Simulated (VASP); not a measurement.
# In4P (Im-3m) in VASP: further runs

In4P is run at these levels: PBE; tasks: single point.

All numbers are computed with VASP 6.6.1; they aren't measurements. Logs are shortened: lines on timing, memory, paths and dates and some standing lists are left out, and cuts for length are marked.

## (1) The cell of the first run

Symmetry: Im-3m, No. 229, cubic system. The conventional cell has a = 6.267 Å, b = 6.267 Å, c = 6.267 Å, α = 90.00°, β = 90.00°, γ = 90.00°. Within 3.6 Å of In (site symmetry -3m) lie 2 P at 2.71 Å and 6 In at 3.13 Å. Within 3.6 Å of P (site symmetry m-3m) lie 8 In at 2.71 Å.

## (2) Single point, PBE

Input file INCAR:

```
ALGO = Normal
EDIFF = 1E-6
ENCUT = 520
GGA = PE
ISIF = 2
ISMEAR = 0
LASPH = T
LCHARG = F
LREAL = F
LWAVE = F
NBANDS = 36
NELM = 60
PREC = Accurate
SIGMA = 0.1
```

Input file KPOINTS:

```
k-points
0
Gamma
  4 4 4
```

Input file POSCAR:

```
In4P
1.0
   -3.1334394400      3.1334394400      3.1334394400
    3.1334394400     -3.1334394400      3.1334394400
    3.1334394400      3.1334394400     -3.1334394400
In P
4 1
Direct
    0.0000000000      0.0000000000      0.5000000000
    0.5000000000      0.0000000000      0.0000000000
    0.0000000000      0.5000000000      0.0000000000
    0.5000000000      0.5000000000      0.5000000000
    0.0000000000      0.0000000000      0.0000000000
```

Potentials or basis: VASP PAW PBE potentials, release 64 (In_d, P).

The run is started by

```sh
$ cat potpaw_PBE.64/In_d/POTCAR potpaw_PBE.64/P/POTCAR > POTCAR
$ mpirun -np 1 vasp_std > vasp.out
```

OUTCAR:

```text
EDIFF = 1E-6
   ENCUT = 520
   GGA = PE
   ISIF = 2
   ISMEAR = 0
   LASPH = T
   LREAL = F
   NELM = 60
   PREC = Accurate

 ion  position               nearest neighbor table
   1  0.000  0.000  0.500-   5 2.71   5 2.71   4 3.13   2 3.13   3 3.13   3 3.13   2 3.13   4 3.13

   2  0.500  0.000  0.000-   5 2.71   5 2.71   4 3.13   1 3.13   4 3.13   3 3.13   1 3.13   3 3.13

   3  0.000  0.500  0.000-   5 2.71   5 2.71   4 3.13   1 3.13   2 3.13   1 3.13   4 3.13   2 3.13

   4  0.500  0.500  0.500-   5 2.71   5 2.71   3 3.13   1 3.13   2 3.13   3 3.13   1 3.13   2 3.13

   5  0.000  0.000  0.000-   1 2.71   2 2.71   3 2.71   4 2.71   1 2.71   3 2.71   2 2.71   4 2.71

  LATTYP: Found a body centered cubic cell.
 ALAT       =     6.2668788800

  Lattice vectors:

 A1 = (  -3.1334394400,   3.1334394400,   3.1334394400)
 A2 = (   3.1334394400,  -3.1334394400,   3.1334394400)
 A3 = (   3.1334394400,   3.1334394400,  -3.1334394400)

Analysis of symmetry for initial positions (statically):
=====================================================================
 Subroutine PRICEL returns:
 Original cell was already a primitive cell.

 Routine SETGRP: Setting up the symmetry group for a
 body centered cubic supercell.

 Subroutine GETGRP returns: Found 48 space group operations
 (whereof 48 operations were pure point group operations)
 out of a pool of 48 trial point group operations.

The static configuration has the point symmetry O_h .

Analysis of symmetry for dynamics (positions and initial velocities):
=====================================================================
 Subroutine PRICEL returns:
 Original cell was already a primitive cell.

 Routine SETGRP: Setting up the symmetry group for a
 body centered cubic supercell.

 Subroutine GETGRP returns: Found 48 space group operations
 (whereof 48 operations were pure point group operations)
 out of a pool of 48 trial point group operations.

The dynamic configuration has the point symmetry O_h .

 Subroutine INISYM returns: Found 48 space group operations
 (whereof 48 operations are pure point group operations),
 and found     1 'primitive' translations

----------------------------------------------------------------------------------------

                                     Primitive cell

  volume of cell :     123.0620

  direct lattice vectors                    reciprocal lattice vectors
    -3.133439440  3.133439440  3.133439440     0.000000000  0.159569064  0.159569064
     3.133439440 -3.133439440  3.133439440     0.159569064  0.000000000  0.159569064
     3.133439440  3.133439440 -3.133439440     0.159569064  0.159569064  0.000000000

  length of vectors
     5.427276313  5.427276313  5.427276313     0.225664735  0.225664735  0.225664735

  position of ions in fractional coordinates (direct lattice)
     0.000000000  0.000000000  0.500000000
     0.500000000  0.000000000  0.000000000
     0.000000000  0.500000000  0.000000000
     0.500000000  0.500000000  0.500000000
     0.000000000  0.000000000  0.000000000

  ion indices of the primitive-cell ions
   primitive index   ion index
                 1           1
                 2           2
                 3           3
                 4           4
                 5           5

----------------------------------------------------------------------------------------

 KPOINTS: k-points

Automatic generation of k-mesh.
 Grid dimensions read from file:
 generate k-points for:    4    4    4

 Generating k-lattice:

  Cartesian coordinates                     Fractional coordinates (reciprocal lattice)
     0.000000000  0.039892266  0.039892266     0.250000000  0.000000000  0.000000000
     0.039892266  0.000000000  0.039892266     0.000000000  0.250000000  0.000000000
     0.039892266  0.039892266  0.000000000     0.000000000  0.000000000  0.250000000

  Length of vectors
     0.056416184  0.056416184  0.056416184

  Shift w.r.t. Gamma in fractional coordinates (k-lattice)
     0.000000000  0.000000000  0.000000000

 Subroutine IBZKPT returns following result:
 ===========================================

 Found      8 irreducible k-points:

 Following reciprocal coordinates:
            Coordinates               Weight
  0.000000  0.000000  0.000000      1.000000
  0.250000  0.000000  0.000000     12.000000
  0.500000  0.000000  0.000000      6.000000
  0.250000  0.250000  0.000000     24.000000
  0.250000  0.250000  0.250000      2.000000
 -0.250000  0.250000  0.250000      6.000000
  0.500000  0.500000  0.250000     12.000000
  0.500000  0.500000  0.500000      1.000000
   k-points           NKPTS =      8   k-points in BZ     NKDIM =      8   number of bands    NBANDS=     36
   number of dos      NEDOS =    301   number of ions     NIONS =      5
   total plane-waves  NPLWV =  64000
   dimension x,y,z NGX =    40 NGY =   40 NGZ =   40
   dimension x,y,z NGXF=    80 NGYF=   80 NGZF=   80
   ions per type =               4   1
   NGX,Y,Z   is equivalent  to a cutoff of  12.25, 12.25, 12.25 a.u.
   NGXF,Y,Z  is equivalent  to a cutoff of  24.51, 24.51, 24.51 a.u.
 SYSTEM =  unknown system
   PREC   = accura    normal or accurate (medium, high low for compatibility)
   ISTART =      0    job   : 0-new  1-cont  2-samecut
   ICHARG =      2    charge: 1-file 2-atom 10-const
   ISPIN  =      1    spin polarized calculation?
   LNONCOLLINEAR =      F non collinear calculations
   LSORBIT =      F    spin-orbit coupling
   LASPH  =      T    aspherical Exc in radial PAW
   ENCUT  =  520.0 eV  38.22 Ry    6.18 a.u.  10.09 10.09 10.09*2*pi/ulx,y,z
   NELM   =     60;   NELMIN=  2; NELMDL= -5     # of ELM steps
   EDIFF  = 0.1E-05   stopping-criterion for ELM
   LREAL  =      F    real-space projection
   EDIFFG = 0.1E-04   stopping-criterion for IOM
   NSW    =      0    number of steps for IOM
   IBRION =     -1    ionic relax: 0-MD 1-quasi-New 2-CG
   NFREE  =      0    steps in history (QN), initial steepest desc. (CG)
   ISIF   =      2    stress and relaxation
   ISYM   =      2    0-nonsym 1-usesym 2-fastsym
   POTIM  = 0.5000    time-step for ionic-motion
   TEBEG  =    0.0;   TEEND  =   0.0 temperature during run
   PSTRESS=    0.0 pullay stress
   NELECT =      57.0000    total number of electrons
   NUPDOWN=      -1.0000    fix difference up-down
   EMIN   =  10.00;   EMAX   =-10.00  energy-range for DOS
   EFERMI =   0.00;   METHOD = LEGACY
   ISMEAR =     0;   SIGMA  =   0.10  broadening in eV -4-tet -1-fermi 0-gaus
   EFERMI_NEDOS =   21; number of points for ismear=-14 and -15
   IALGO  =     38    algorithm
   IMIX   =      4    mixing-type and parameters
     AMIX     =   0.40;   BMIX     =  1.00
     AMIX_MAG =   1.60;   BMIX_MAG =  1.00
  volume/ion in A,a.u.               =      24.61       166.09
  Fermi-wavevector in a.u.,A,eV,Ry     =   1.266655  2.393632 21.829404  1.604416
  Thomas-Fermi vector in A             =   2.399845
   LORBIT       =      0    0 simple, 1 ext, 2 COOP (PROOUT), +10 PAW based schemes
   GGA     = PE    functional components
   LHFCALC =     F    Hartree Fock is set to
   AEXX    =    0.0000 exact exchange contribution
   IVDW    =     0    specifies the selected vdW correction
   LEPSILON=     F    determine dielectric tensor
   LRPA    =     F    only Hartree local field effects (RPA)
 non-spin polarized calculation
 Gauss-broadening in eV      SIGMA  =   0.10
  energy-cutoff  :      520.00
  volume of cell :      123.06
 maximum number of plane-waves:      3352
   NGX = 21   NGY = 21   NGZ = 21

 number of electron      57.0000010 magnetization

 Free energy of the ion-electron system (eV)
  ---------------------------------------------------
  ext. energy  EPLUGINS =         0.00000000
  ---------------------------------------------------
  free energy    TOTEN  =       -14.31521613 eV

  energy without entropy =      -14.29166525  energy(sigma->0) =      -14.30344069

 E-fermi :   7.4288     XC(G=0): -10.1199

 val. band max:        7.2430038508   @ k =   0.5000   0.0000   0.0000
 cond. band min:       7.4878893143   @ k =   0.2500   0.0000   0.0000
 fundamental gap:      0.2448854635
 Fermi energy:         7.4288446347

 k-point     1 :       0.0000    0.0000    0.0000
  band No.  band energies     occupation
      1      -8.0687      2.00000
      2      -7.6632      2.00000
      3      -7.6632      2.00000
      4      -7.4610      2.00000
      5      -7.4610      2.00000
      6      -7.4298      2.00000
[... 28 lines left out ...]
     35      11.6712      0.00000
     36      11.6712      0.00000

 k-point     2 :       0.2500    0.0000    0.0000
  band No.  band energies     occupation
      1      -7.9251      2.00000
      2      -7.6226      2.00000
      3      -7.5658      2.00000
      4      -7.4628      2.00000
      5      -7.4189      2.00000
      6      -7.4013      2.00000
[... 28 lines left out ...]
     35      11.7883      0.00000
     36      12.2772      0.00000

 k-point     3 :       0.5000    0.0000    0.0000
  band No.  band energies     occupation
      1      -7.7062      2.00000
      2      -7.5491      2.00000
      3      -7.5337      2.00000
      4      -7.4509      2.00000
      5      -7.3495      2.00000
      6      -7.3296      2.00000
[... 28 lines left out ...]
     35      11.5852      0.00000
     36      12.7860      0.00000

 k-point     4 :       0.2500    0.2500    0.0000
  band No.  band energies     occupation
      1      -7.7237      2.00000
      2      -7.5429      2.00000
      3      -7.4522      2.00000
      4      -7.4341      2.00000
      5      -7.4133      2.00000
      6      -7.3835      2.00000
[... 28 lines left out ...]
     35      12.1591      0.00000
     36      13.2337      0.00000

 k-point     5 :       0.2500    0.2500    0.2500
  band No.  band energies     occupation
      1      -7.6421      2.00000
      2      -7.3653      2.00000
      3      -7.3653      2.00000
      4      -7.3653      2.00000
      5      -7.3014      2.00000
      6      -7.3014      2.00000
[... 28 lines left out ...]
     35      10.7116      0.00000
     36      10.7116      0.00000

 k-point     6 :      -0.2500    0.2500    0.2500
  band No.  band energies     occupation
      1      -7.8018      2.00000
      2      -7.6395      2.00000
      3      -7.4981      2.00000
      4      -7.4981      2.00000
      5      -7.4550      2.00000
      6      -7.3945      2.00000
[... 28 lines left out ...]
     35      11.9885      0.00000
     36      13.3002      0.00000

 k-point     7 :       0.5000    0.5000    0.2500
  band No.  band energies     occupation
      1      -7.6190      2.00000
      2      -7.5812      2.00000
      3      -7.5792      2.00000
      4      -7.5197      2.00000
      5      -7.5139      2.00000
      6      -7.4662      2.00000
[... 28 lines left out ...]
     35      13.1017      0.00000
     36      13.2775      0.00000

 k-point     8 :       0.5000    0.5000    0.5000
  band No.  band energies     occupation
      1      -7.6167      2.00000
      2      -7.6167      2.00000
      3      -7.6167      2.00000
      4      -7.5480      2.00000
      5      -7.5480      2.00000
      6      -7.5480      2.00000
[... 28 lines left out ...]
     35      14.7823      0.00000
     36      14.7823      0.00000

------------------------ aborting loop because EDIFF is reached ----------------------------------------

  FORCE on cell =-STRESS in cart. coord.  units (eV):
  Direction    XX          YY          ZZ          XY          YZ          ZX
  --------------------------------------------------------------------------------------
  -------------------------------------------------------------------------------------
  Total        4.7785765      4.7785765      4.7785765      0.0000000     -0.0000000      0.0000000
  in kB       62.2135833     62.2135833     62.2135833      0.0000000     -0.0000000      0.0000000
  external PRESSURE =      62.2135833 kB  Pullay stress =       0.0000000 kB

 VOLUME and BASIS-vectors are now :
 -----------------------------------------------------------------------------
  energy-cutoff  :      520.00
  volume of cell :      123.06
      direct lattice vectors                 reciprocal lattice vectors
    -3.133439440  3.133439440  3.133439440     0.000000000  0.159569064  0.159569064
     3.133439440 -3.133439440  3.133439440     0.159569064  0.000000000  0.159569064
     3.133439440  3.133439440 -3.133439440     0.159569064  0.159569064  0.000000000

 POSITION                                       TOTAL-FORCE (eV/Angst)
 -----------------------------------------------------------------------------------
      1.56672      1.56672     -1.56672        -0.000000      0.000000      0.000000
     -1.56672      1.56672      1.56672        -0.000000     -0.000000     -0.000000
      1.56672     -1.56672      1.56672         0.000000      0.000000      0.000000
      1.56672      1.56672      1.56672        -0.000000      0.000000     -0.000000
      0.00000      0.00000      0.00000         0.000000     -0.000000      0.000000
 -----------------------------------------------------------------------------------
    total drift:                                0.000000     -0.000000      0.000000

  FREE ENERGIE OF THE ION-ELECTRON SYSTEM (eV)
  ---------------------------------------------------
  free  energy   TOTEN  =       -14.3152161285 eV

  energy  without entropy=      -14.2916652454  energy(sigma->0) =      -14.30344069
```

It took 32 s on 1 thread of Intel Xeon 6975P-C, shared host; peak memory 0.25 GiB.

What came out:

```
Free energy : -14.3152 eV
Pressure    : 6.2 GPa
```

Caveat: spin-orbit coupling is left out, which moves the levels of the heavy elements.

## (3) Single point, PBE

This run uses another cell than the first one, of 27.88 Å³/atom, 1.133 times its volume.

Input file INCAR:

```
ALGO = Normal
EDIFF = 1E-7
ENCUT = 520
GGA = PE
ISIF = 2
ISMEAR = 0
LASPH = True
LCHARG = False
LREAL = False
LWAVE = False
NBANDS = 36
NELM = 60
PREC = Accurate
SIGMA = 0.1
```

KPOINTS is that of step 2.

POSCAR: that of step 2 with these lines changed.

```diff
@@ -2,5 +2,5 @@
 1.0
-   -3.1334394400      3.1334394400      3.1334394400
-    3.1334394400     -3.1334394400      3.1334394400
-    3.1334394400      3.1334394400     -3.1334394400
+   -3.2664159788      3.2664159788      3.2664159788
+    3.2664159788     -3.2664159788      3.2664159788
+    3.2664159788      3.2664159788     -3.2664159788
 In P
```

Potentials or basis: VASP PAW PBE potentials, release 64 (In_d, P).

The run is started by

```sh
$ cat potpaw_PBE.64/In_d/POTCAR potpaw_PBE.64/P/POTCAR > POTCAR
$ mpirun -np 1 vasp_std > vasp.out
```

Run time: 47 s. Hardware: 1 thread of Intel Xeon 6975P-C, shared host; peak memory 0.26 GiB.

The run converged. Its results:

```yaml
Free_energy: -14.5825 eV
Pressure: -0.3 GPa
```

Levels at points of the mesh, in eV from the Fermi level:
| k point | band 25 | band 26 | band 27 | band 28 | band 29 | band 30 | band 31 | band 32 |
| --- | --- | --- | --- | --- | --- | --- | --- | --- |
| (0.00, 0.00, 0.00) | -4.39 | -2.88 | -2.88 | -2.88 | -0.58 | -0.58 | -0.58 | 3.17 |
| (0.50, 0.00, 0.00) | -4.22 | -3.95 | -0.17 | -0.02 | 0.04 | 0.72 | 1.23 | 2.39 |
| (0.50, 0.50, 0.50) | -2.95 | -2.95 | 0.58 | 0.58 | 0.58 | 0.61 | 0.83 | 0.83 |

Caveat: spin-orbit coupling is left out, which moves the levels of the heavy elements.
